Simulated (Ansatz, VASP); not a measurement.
# Two plane-wave programs on Na4N

File INCAR:

```
SYSTEM = Na4N
PREC = Accurate
ENCUT = 600
EDIFF = 1E-7
ISMEAR = 0
SIGMA = 0.1
LREAL = .False.
LASPH = .True.
NELM = 100
ALGO = Normal
ISIF = 3
LWAVE = .False.
LCHARG = .False.
GGA = PE
IBRION = 2
NSW = 100
EDIFFG = -0.01
```

Contents of KPOINTS:

```
Automatic mesh
0
Gamma
  10 10 10
  0 0 0
```

Contents of POSCAR:

```
Na4N
1.0
   -3.0190623165      3.0190623165      3.0190623165
    3.0190623165     -3.0190623165      3.0190623165
    3.0190623165      3.0190623165     -3.0190623165
Na N
4 1
Direct
    0.5000000000      0.5000000000      0.5000000000
    0.5000000000      0.0000000000      0.0000000000
    0.0000000000      0.0000000000      0.5000000000
    0.0000000000      0.5000000000      0.0000000000
    0.0000000000      0.0000000000      0.0000000000
```

Input for Ansatz:

```yaml
crystal:
  lattice:
    - [-3.0190623165, 3.0190623165, 3.0190623165]
    - [3.0190623165, -3.0190623165, 3.0190623165]
    - [3.0190623165, 3.0190623165, -3.0190623165]
  atoms:
    - { symbol: Na, position: [0.5, 0.5, 0.5] }
    - { symbol: Na, position: [0.5, 0.0, 0.0] }
    - { symbol: Na, position: [0.0, 0.0, 0.5] }
    - { symbol: Na, position: [0.0, 0.5, 0.0] }
    - { symbol: "N", position: [0.0, 0.0, 0.0] }
basis:
  ecutwfc: 420
kpoints:
  mp_grid: { grid: [10, 10, 10] }
hamiltonian:
  xc: pbe
scf:
  occupations: { method: gaussian, width: 0.1 }
output:
  forces: true
  stress: true
  eigenvalues: true
  write_density: true
  write_potential: true
  elf: true
  volumetric_format: npy
relax:
  adjacent_minimum: "off"
  f_tol: 0.01
  max_steps: 80
  cell: { stress_tol: 0.05 }
```

Change from the starting cell: species swapped into the Hg4Pt type (Im-3m, No. 229).

Alike in both runs: task relaxation of cell and atoms; functional PBE; k mesh 10 × 10 × 10; occupations gaussian, width 0.1 eV; no spin polarisation.

```csv
,VASP,Ansatz
version,VASP 6.6.1,Ansatz 0.2.0
potentials or method,"VASP PAW PBE potentials, release 64 (Na_pv, N), cutoff 600 eV","scalar-relativistic, plane waves, PAW"
valence electrons in the cell,33,41
```

```tsv
	VASP	Ansatz	Ansatz less VASP
gap on the k mesh at the Fermi level, each at its own relaxed structure (eV)	none	none	-
relaxed volume (Å³/atom)	22.06	22.09	+0.037
relaxed cell length with the largest relative difference (Å)	5.232	5.235	+0.0030
```

A gap of «none» marks a metal or a gap that the smearing closes. VASP's potentials hold 33 valence electrons a cell and Ansatz's 41, so a difference there can come from the potentials and not from the codes.
